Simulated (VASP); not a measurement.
SnO2:

```xyz
3
Lattice="0.0000 2.5741 2.5741 2.5741 0.0000 2.5741 2.5741 2.5741 0.0000" Properties=species:S:1:pos:R:3 pbc="T T T"
Sn    0.0000    0.0000    0.0000
O     1.2871    1.2871    1.2871
O     3.8612    3.8612    3.8612
```

* Program: VASP 6.6.1
* Task: relaxation of cell and atoms
* Functional: r2SCAN
* Potentials or basis: VASP PAW PBE potentials, release 64 (Sn_d, O)
* Cutoff: 600 eV
* k mesh: 6 × 6 × 6
* Occupations: gaussian, width 0.1 eV
* Spin: no spin polarisation

At the start: pressure -8.8 GPa; volume 11.37 Å³/atom.

How do energy, volume and symmetry change on relaxing?

Over 3 steps the energy falls by 13.7 meV/atom and the volume is 10.90 Å³/atom (-4.2 %); space group Fm-3m (No. 225, to 0.1 Å) before and after.

The path:
```tsv
step	energy change (eV)	largest force (eV/Å)	pressure (GPa)	volume (Å³)
1	0.0000	0.0000	-8.80	34.11
2	0.0163	0.0000	12.41	31.12
3	-0.0411	0.0000	-0.09	32.69
```

Final structure:
```xyz
3
Lattice="0.0000 2.5379 2.5379 2.5379 0.0000 2.5379 2.5379 2.5379 0.0000" Properties=species:S:1:pos:R:3 pbc="T T T"
Sn    0.0000    0.0000    0.0000
O     1.2689    1.2689    1.2689
O     3.8068    3.8068    3.8068
```

Caveat: the PAW data sets were made with another functional, which shifts forces and pressure a little.
